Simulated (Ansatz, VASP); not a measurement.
**One calculation of HfSc2O3, two programs**

```
Hf Sc O
1.0
     5.64073    0.00000    0.00000
    -2.82037    4.88502    0.00000
     0.00000    0.00000    2.89309
Hf Sc O
1 2 3
Direct
  0.00000 0.00000 0.00000
  0.66667 0.33333 0.00000
  0.33333 0.66667 0.00000
  0.50000 0.00000 0.50000
  0.50000 0.50000 0.50000
  0.00000 0.50000 0.50000
```

Change from the starting cell: species swapped into the PrAl3Ni2 type (P6/mmm, No. 191).

Alike in both runs: functional PBE; k mesh 12 × 12 × 14; occupations gaussian, width 0.1 eV; no spin polarisation.

Ansatz relaxed the structure, and its values are those at the end. VASP's run is a single point on that final structure, the one shown.

|  | VASP | Ansatz |
| --- | --- | --- |
| version | VASP 6.6.1 | Ansatz 0.2.0 |
| potentials or method | VASP PAW PBE potentials, release 64 (Hf_pv, Sc_sv, O), cutoff 520 eV | scalar-relativistic, plane waves, PAW |
| valence electrons in the cell | 50 | 66 |

|  | VASP | Ansatz | Ansatz less VASP |
| --- | --- | --- | --- |
| gap on the k mesh at the Fermi level (eV) | none | none | - |
| pressure (GPa) | 0.5 | 0.0 | -0.51 |

A gap of «none» marks a metal or a gap that the smearing closes. The functional is the same, so the differences come from potentials, cutoffs and numerics. VASP's potentials hold 50 valence electrons a cell and Ansatz's 66, so a difference there can come from the potentials and not from the codes.

Spin-orbit coupling is off throughout.
